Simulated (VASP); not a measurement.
# Ni2Ge (P6_3/mmc) in VASP: further runs

The runs below take Ni2Ge through single point, with PBEsol.

Everything below comes from runs of VASP 6.6.1. Logs are shortened: lines on timing, memory, paths and dates and some standing lists are left out, and cuts for length are marked.

## (1) The cell of the first run

It takes space group P6_3/mmc (No. 194, hexagonal). Conventional cell: a = 3.654 Å, b = 3.654 Å, c = 4.813 Å, α = 90.00°, β = 90.00°, γ = 120.00°. Within 2.8 Å of Ni (site symmetry -6m2) lie 5 Ge at 2.11 to 2.41 Å and 6 Ni at 2.43 Å. Within 3.2 Å of Ni (site symmetry -3m) lie 8 Ni at 2.41 to 2.43 Å and 6 Ge at 2.43 Å. Ge (site symmetry -6m2) has 11 Ni at 2.11 to 2.43 Å within 2.8 Å.

## (2) Single point, PBEsol (strain -0.080 along x and y, -0.040 along z)

File INCAR:

```
PREC = Accurate ; ENCUT = 520
EDIFF = 1E-7 ; ISMEAR = 0
SIGMA = 0.15 ; LREAL = False
LASPH = True ; NELM = 100
ALGO = Fast ; ISIF = 2
LWAVE = False ; LCHARG = True
GGA = PS ; LELF = True
LVHAR = True ; NBANDS = 43
```

File KPOINTS:

```
Automatic mesh
0
Gamma
  12 12 10
```

File POSCAR:

```
Ni2Ge
1.0
    3.6542058112      0.0000000000      0.0000000000
   -1.8271029056      3.1646350632      0.0000000000
    0.0000000000      0.0000000000      4.8134970499
Ni Ge
4 2
Direct
    0.6666666667      0.3333333333      0.2500000000
    0.3333333333      0.6666666667      0.7500000000
    0.0000000000      0.0000000000      0.0000000000
    0.0000000000      0.0000000000      0.5000000000
    0.6666666667      0.3333333333      0.7500000000
    0.3333333333      0.6666666667      0.2500000000
```

Potentials or basis: VASP PAW PBE potentials, release 64 (Ni, Ge_d).

Launch:

```
cat potpaw_PBE.64/Ni/POTCAR potpaw_PBE.64/Ge_d/POTCAR > POTCAR
mpirun -np 1 vasp_std > vasp.out
```

OUTCAR:

```text
PREC = Accurate
   ENCUT = 520
   EDIFF = 1E-7
   ISMEAR = 0
   LREAL = False
   LASPH = True
   NELM = 100
   ISIF = 2
   GGA = PS

 ion  position               nearest neighbor table
   1  0.667  0.333  0.250-   6 2.11   6 2.11   6 2.11   5 2.41   5 2.41   3 2.43   4 2.43   3 2.43
                             4 2.43   3 2.43   4 2.43
   2  0.333  0.667  0.750-   5 2.11   5 2.11   5 2.11   6 2.41   6 2.41   3 2.43   4 2.43   4 2.43
                             3 2.43   4 2.43   3 2.43
   3  0.000  0.000  0.000-   4 2.41   4 2.41   1 2.43   5 2.43   6 2.43   2 2.43   1 2.43   5 2.43
                             2 2.43   6 2.43   1 2.43   5 2.43   2 2.43   6 2.43
   4  0.000  0.000  0.500-   3 2.41   3 2.41   1 2.43   5 2.43   6 2.43   2 2.43   1 2.43   5 2.43
                             2 2.43   6 2.43   1 2.43   5 2.43   2 2.43   6 2.43
   5  0.667  0.333  0.750-   2 2.11   2 2.11   2 2.11   1 2.41   1 2.41   3 2.43   4 2.43   3 2.43
                             4 2.43   3 2.43   4 2.43
   6  0.333  0.667  0.250-   1 2.11   1 2.11   1 2.11   2 2.41   2 2.41   3 2.43   4 2.43   4 2.43
                             3 2.43   4 2.43   3 2.43

  LATTYP: Found a hexagonal cell.
 ALAT       =     3.6542058112
 C/A-ratio  =     1.3172484799

  Lattice vectors:

 A1 = (   3.6542058112,   0.0000000000,   0.0000000000)
 A2 = (  -1.8271029056,   3.1646350632,   0.0000000000)
 A3 = (   0.0000000000,   0.0000000000,   4.8134970499)

Analysis of symmetry for initial positions (statically):
=====================================================================
 Subroutine PRICEL returns:
 Original cell was already a primitive cell.

 Routine SETGRP: Setting up the symmetry group for a
 hexagonal supercell.

 Subroutine GETGRP returns: Found 24 space group operations
 (whereof 12 operations were pure point group operations)
 out of a pool of 24 trial point group operations.

The static configuration has the point symmetry D_3d.
 The point group associated with its full space group is D_6h.

Analysis of symmetry for dynamics (positions and initial velocities):
=====================================================================
 Subroutine PRICEL returns:
 Original cell was already a primitive cell.

 Routine SETGRP: Setting up the symmetry group for a
 hexagonal supercell.

 Subroutine GETGRP returns: Found 24 space group operations
 (whereof 12 operations were pure point group operations)
 out of a pool of 24 trial point group operations.

The dynamic configuration has the point symmetry D_3d.
 The point group associated with its full space group is D_6h.

 Subroutine INISYM returns: Found 24 space group operations
[... 111 lines left out ...]
   ISIF   =      2    stress and relaxation
   ISYM   =      2    0-nonsym 1-usesym 2-fastsym
   POTIM  = 0.5000    time-step for ionic-motion
   TEBEG  =    0.0;   TEEND  =   0.0 temperature during run
   PSTRESS=    0.0 pullay stress
   NELECT =      68.0000    total number of electrons
   NUPDOWN=      -1.0000    fix difference up-down
   EMIN   =  10.00;   EMAX   =-10.00  energy-range for DOS
   EFERMI =   0.00;   METHOD = LEGACY
   ISMEAR =     0;   SIGMA  =   0.15  broadening in eV -4-tet -1-fermi 0-gaus
   EFERMI_NEDOS =   21; number of points for ismear=-14 and -15
   IALGO  =     68    algorithm
   IMIX   =      4    mixing-type and parameters
     AMIX     =   0.40;   BMIX     =  1.00
     AMIX_MAG =   1.60;   BMIX_MAG =  1.00
  volume/ion in A,a.u.               =       9.28        62.61
  Fermi-wavevector in a.u.,A,eV,Ry     =   1.750056  3.307127 41.670523  3.062697
  Thomas-Fermi vector in A             =   2.820849
   LORBIT       =      0    0 simple, 1 ext, 2 COOP (PROOUT), +10 PAW based schemes
   GGA     = PS    functional components
   LHFCALC =     F    Hartree Fock is set to
   AEXX    =    0.0000 exact exchange contribution
   IVDW    =     0    specifies the selected vdW correction
   LEPSILON=     F    determine dielectric tensor
   LRPA    =     F    only Hartree local field effects (RPA)
 non-spin polarized calculation
 RMM-DIIS sequential band-by-band and
 Gauss-broadening in eV      SIGMA  =   0.15
  energy-cutoff  :      520.00
  volume of cell :       55.66
 maximum number of plane-waves:      1518
 NGX is ok and might be reduce to    28
   NGX = 13   NGY = 13   NGZ = 17

 number of electron      67.9999972 magnetization

 Free energy of the ion-electron system (eV)
  ---------------------------------------------------
  ext. energy  EPLUGINS =         0.00000000
  ---------------------------------------------------
  free energy    TOTEN  =       -33.97667371 eV

  energy without entropy =      -33.94342541  energy(sigma->0) =      -33.96004956

 E-fermi :  13.7251     XC(G=0): -14.7784

 val. band max:       13.7154423104   @ k =   0.1667   0.0000   0.1000
 cond. band min:      13.7257000925   @ k =   0.2500   0.0833   0.2000
 fundamental gap:      0.0102577821
 Fermi energy:        13.7250865053

 k-point     1 :       0.0000    0.0000    0.0000
  band No.  band energies     occupation
      1     -11.3652      2.00000
      2     -11.3546      2.00000
      3     -11.3351      2.00000
      4     -11.3351      2.00000
      5     -11.3048      2.00000
      6     -11.3048      2.00000
[... 1093 lines left out ...]
     42      22.1210      0.00000
     43      24.2622      0.00000

 [... further k-points ...]

------------------------ aborting loop because EDIFF is reached ----------------------------------------

  FORCE on cell =-STRESS in cart. coord.  units (eV):
  Direction    XX          YY          ZZ          XY          YZ          ZX
  --------------------------------------------------------------------------------------
  -------------------------------------------------------------------------------------
  Total       28.7645929     28.7645929     17.9896273     -0.0000000      0.0000000      0.0000000
  in kB      827.9258919    827.9258920    517.7920734     -0.0000000      0.0000000      0.0000000
  external PRESSURE =     724.5479524 kB  Pullay stress =       0.0000000 kB

 VOLUME and BASIS-vectors are now :
 -----------------------------------------------------------------------------
  energy-cutoff  :      520.00
  volume of cell :       55.66
      direct lattice vectors                 reciprocal lattice vectors
     3.654205811  0.000000000  0.000000000     0.273657274  0.157996101  0.000000000
    -1.827102906  3.164635063  0.000000000     0.000000000  0.315992201  0.000000000
     0.000000000  0.000000000  4.813497050     0.000000000  0.000000000  0.207749166

 POSITION                                       TOTAL-FORCE (eV/Angst)
 -----------------------------------------------------------------------------------
      1.82710      1.05488      1.20337        -0.000000     -0.000000      0.000000
     -0.00000      2.10976      3.61012         0.000000      0.000000      0.000000
      0.00000      0.00000      0.00000         0.000000      0.000000      0.000000
      0.00000      0.00000      2.40675         0.000000      0.000000      0.000000
      1.82710      1.05488      3.61012         0.000000     -0.000000      0.000000
     -0.00000      2.10976      1.20337         0.000000      0.000000      0.000000
 -----------------------------------------------------------------------------------
    total drift:                               -0.000000      0.000000     -0.000000

  FREE ENERGIE OF THE ION-ELECTRON SYSTEM (eV)
  ---------------------------------------------------
  free  energy   TOTEN  =       -33.9766737066 eV

  energy  without entropy=      -33.9434254150  energy(sigma->0) =      -33.96004956
```

Run time: 4.8 min. Hardware: 1 thread of Intel Xeon Platinum 8488C (Sapphire Rapids), shared host; peak memory 0.32 GiB.

What came out:

| Item | Value |
| --- | --- |
| Free energy | -33.9767 eV |
| Pressure | 72.5 GPa |
| Band gap on the k mesh | zero (bands 34 and 35 overlap by 4.41 eV) |

Stress tensor (GPa, compression positive):
```
82.79  0.00  0.00
 0.00 82.79  0.00
 0.00  0.00 51.78
```

Caveat: the cell differs from its parent crystal (strain -0.080 along x and y, -0.040 along z); the cell stands under pressure; the PAW data sets were made with another functional, which shifts forces and pressure a little.

## (3) Single point, PBEsol (strain -0.080 along x and y, +0.080 along z)

File INCAR:

```
SYSTEM = Ni2Ge
ALGO = Fast ; EDIFF = 1E-7
ENCUT = 520 ; GGA = PS
ISIF = 2 ; ISMEAR = 0
LASPH = .TRUE. ; LCHARG = .FALSE.
LREAL = .FALSE. ; LWAVE = .FALSE.
NBANDS = 43 ; NELM = 80
PREC = Accurate ; SIGMA = 0.15
```

File KPOINTS:

```
k-points
0
G
  12 12 10
  0 0 0
```

Changes to POSCAR since step 2:

```diff
@@ -4,3 +4,3 @@
    -1.8271029056      3.1646350632      0.0000000000
-    0.0000000000      0.0000000000      4.8134970499
+    0.0000000000      0.0000000000      5.4151841812
 Ni Ge
```

Potentials or basis: VASP PAW PBE potentials, release 64 (Ni, Ge_d).

Launch:

```
cat potpaw_PBE.64/Ni/POTCAR potpaw_PBE.64/Ge_d/POTCAR > POTCAR
mpirun -np 1 vasp_std > vasp.out
```

OUTCAR:

```text
SYSTEM = Ni2Ge
   EDIFF = 1E-7
   ENCUT = 520
   GGA = PS
   ISIF = 2
   ISMEAR = 0
   LASPH = .TRUE.
   LREAL = .FALSE.
   NELM = 80
   PREC = Accurate

 ion  position               nearest neighbor table
   1  0.667  0.333  0.250-   6 2.11   6 2.11   6 2.11   3 2.51   4 2.51   3 2.51   4 2.51   3 2.51
                             4 2.51   5 2.71   5 2.71
   2  0.333  0.667  0.750-   5 2.11   5 2.11   5 2.11   3 2.51   4 2.51   4 2.51   3 2.51   4 2.51
                             3 2.51   6 2.71   6 2.71
   3  0.000  0.000  0.000-   1 2.51   2 2.51   5 2.51   6 2.51   1 2.51   5 2.51   2 2.51   6 2.51
                             1 2.51   5 2.51   2 2.51   6 2.51   4 2.71   4 2.71
   4  0.000  0.000  0.500-   1 2.51   2 2.51   5 2.51   6 2.51   1 2.51   5 2.51   2 2.51   6 2.51
                             1 2.51   5 2.51   2 2.51   6 2.51   3 2.71   3 2.71
   5  0.667  0.333  0.750-   2 2.11   2 2.11   2 2.11   4 2.51   3 2.51   3 2.51   4 2.51   3 2.51
                             4 2.51   1 2.71   1 2.71
   6  0.333  0.667  0.250-   1 2.11   1 2.11   1 2.11   4 2.51   3 2.51   4 2.51   3 2.51   4 2.51
                             3 2.51   2 2.71   2 2.71

  LATTYP: Found a hexagonal cell.
 ALAT       =     3.6542058112
 C/A-ratio  =     1.4819045399
[... 198 lines left out ...]
 Fermi energy:        11.5877729523

 k-point     1 :       0.0000    0.0000    0.0000
  band No.  band energies     occupation
      1     -13.1623      2.00000
      2     -13.1617      2.00000
      3     -13.1331      2.00000
      4     -13.1331      2.00000
      5     -13.1168      2.00000
      6     -13.1168      2.00000
[... 1093 lines left out ...]
     42      19.5220      0.00000
     43      20.8363      0.00000

 [... further k-points ...]

------------------------ aborting loop because EDIFF is reached ----------------------------------------

  FORCE on cell =-STRESS in cart. coord.  units (eV):
  Direction    XX          YY          ZZ          XY          YZ          ZX
  --------------------------------------------------------------------------------------
  -------------------------------------------------------------------------------------
  Total       19.5034272     19.5034272      1.3066465      0.0000000      0.0000000     -0.0000000
  in kB      498.9897713    498.9897713     33.4301871      0.0000000      0.0000000     -0.0000000
  external PRESSURE =     343.8032432 kB  Pullay stress =       0.0000000 kB

 VOLUME and BASIS-vectors are now :
 -----------------------------------------------------------------------------
  energy-cutoff  :      520.00
  volume of cell :       62.62
      direct lattice vectors                 reciprocal lattice vectors
     3.654205811  0.000000000  0.000000000     0.273657274  0.157996101  0.000000000
    -1.827102906  3.164635063  0.000000000     0.000000000  0.315992201  0.000000000
     0.000000000  0.000000000  5.415184181     0.000000000  0.000000000  0.184665926

 POSITION                                       TOTAL-FORCE (eV/Angst)
 -----------------------------------------------------------------------------------
      1.82710      1.05488      1.35380        -0.000000     -0.000000      0.000000
     -0.00000      2.10976      4.06139         0.000000      0.000000      0.000000
      0.00000      0.00000      0.00000         0.000000     -0.000000      0.000000
      0.00000      0.00000      2.70759         0.000000     -0.000000      0.000000
      1.82710      1.05488      4.06139        -0.000000     -0.000000      0.000000
     -0.00000      2.10976      1.35380        -0.000000      0.000000      0.000000
 -----------------------------------------------------------------------------------
    total drift:                                0.000000     -0.000000      0.000000

  FREE ENERGIE OF THE ION-ELECTRON SYSTEM (eV)
  ---------------------------------------------------
  free  energy   TOTEN  =       -34.9864020677 eV

  energy  without entropy=      -34.9519982921  energy(sigma->0) =      -34.96920018
```

OSZICAR:

```text
N       E                     dE             d eps       ncg     rms          rms(c)
DAV:   1     0.599267457587E+03    0.59927E+03   -0.29098E+04 11487   0.395E+03
DAV:   2     0.652723548131E+02   -0.53400E+03   -0.50877E+03  9804   0.719E+02
DAV:   3    -0.344512547421E+02   -0.99724E+02   -0.96404E+02  9849   0.229E+02
[... 11 lines left out ...]
RMM:  15    -0.349864001193E+02   -0.10775E-04   -0.11542E-04 16461   0.561E-02    0.144E-02
RMM:  16    -0.349864015624E+02   -0.14432E-05   -0.34276E-05 15074   0.343E-02    0.104E-02
RMM:  17    -0.349864017978E+02   -0.23534E-06   -0.93439E-06 14701   0.196E-02    0.391E-03
RMM:  18    -0.349864020275E+02   -0.22978E-06   -0.37590E-06 15103   0.911E-03    0.315E-03
RMM:  19    -0.349864020677E+02   -0.40172E-07   -0.24755E-07  9679   0.340E-03
   1 F= -.34986402E+02 E0= -.34969200E+02  d E =-.344038E-01
```

Run time: 5.2 min. Hardware: 1 thread of Intel Xeon Platinum 8488C (Sapphire Rapids), shared host; peak memory 0.34 GiB.

Results:

| Quantity | Value |
| --- | --- |
| Free energy | -34.9864 eV |
| Pressure | 34.4 GPa |
| Band gap on the k mesh | zero (bands 34 and 35 overlap by 4.07 eV) |

Stress tensor (GPa, compression positive):
```
49.90  0.00  0.00
 0.00 49.90  0.00
 0.00  0.00  3.34
```

Caveat: the cell differs from its parent crystal (strain -0.080 along x and y, +0.080 along z); the cell stands under pressure; the PAW data sets were made with another functional, which shifts forces and pressure a little. Spin polarisation is off, so any magnetic state and its effect on volume and gap are missing.

## (4) Single point, PBEsol (strain +0.080 along x and y, +0.080 along z)

File INCAR:

```
SYSTEM = Ni2Ge
  ALGO = Fast
  EDIFF = 1E-6
  ENCUT = 520
  GGA = PS
  ISIF = 2
  ISMEAR = 0
  LASPH = .True.
  LCHARG = .False.
  LREAL = .False.
  LWAVE = .False.
  NBANDS = 43
  NELM = 60
  PREC = Accurate
  SIGMA = 0.15
```

File KPOINTS:

```
k-points
0
Gamma
  12 12 10
  0 0 0
```

Changes to POSCAR since step 3:

```diff
@@ -2,4 +2,4 @@
 1.0
-    3.6542058112      0.0000000000      0.0000000000
-   -1.8271029056      3.1646350632      0.0000000000
+    4.2897198653      0.0000000000      0.0000000000
+   -2.1448599326      3.7150063785      0.0000000000
     0.0000000000      0.0000000000      5.4151841812
```

Launch:

```
cat potpaw_PBE.64/Ni/POTCAR potpaw_PBE.64/Ge_d/POTCAR > POTCAR
mpirun -np 1 vasp_std > vasp.out
```

Wall time 5.8 min (1 thread of Intel Xeon Platinum 8488C (Sapphire Rapids), shared host); peak memory 0.43 GiB.

Results (log left out):

```
Free energy            : -34.6678 eV
Pressure               : -26.3 GPa
Band gap on the k mesh : zero (bands 34 and 35 overlap by 1.90 eV)
```

Stress tensor (GPa, compression positive):
```
-27.63   0.00   0.00
  0.00 -27.63   0.00
  0.00   0.00 -23.53
```

Levels at points of the mesh, in eV from the Fermi level:
```tsv
k point	band 32	band 33	band 34	band 35	band 36	band 37
(0.00, 0.00, 0.00)	-0.42	0.10	1.35	2.19	2.19	2.47
(0.50, 0.00, 0.00)	-0.85	-0.67	-0.47	-0.38	0.17	1.44
(0.00, 0.00, 0.50)	-0.82	0.59	0.59	2.62	2.62	2.62
(0.50, 0.00, 0.50)	-0.86	-0.62	-0.62	0.76	0.76	1.73
```

Caveat: the cell differs from its parent crystal (strain +0.080 along x and y, +0.080 along z); the cell stands under tension; the PAW data sets were made with another functional, which shifts forces and pressure a little.

## (5) Overview

| cell | further INCAR settings | gap on the mesh (eV) | pressure (GPa) |
| --- | --- | --- | --- |
| a = 3.654, b = 3.654, c = 4.813 Å, angles 90.0, 90.0, 120.0°, 6 atoms | ALGO = Fast; EDIFF = 1e-07; NBANDS = 43 | none | 72.5 |
| a = 3.654, b = 3.654, c = 5.415 Å, angles 90.0, 90.0, 120.0°, 6 atoms | ALGO = Fast; EDIFF = 1e-07; NBANDS = 43 | none | 34.4 |
| a = 4.290, b = 4.290, c = 5.415 Å, angles 90.0, 90.0, 120.0°, 6 atoms | ALGO = Fast; EDIFF = 1e-06; NBANDS = 43 | none | -26.3 |

Alike in all rows: task single point; level PBEsol; potentials or basis VASP PAW PBE potentials, release 64 (Ni, Ge_d); no spin polarisation; k mesh 12 × 12 × 10; cutoff (eV) 520; smearing gaussian 0.15 eV.

Caveats: the PAW data sets were made with another functional, which shifts forces and pressure a little; the cell stands under pressure (at least some runs); the cell stands under tension (at least some runs).

Absolute energies hang on the potentials; compare differences alone.
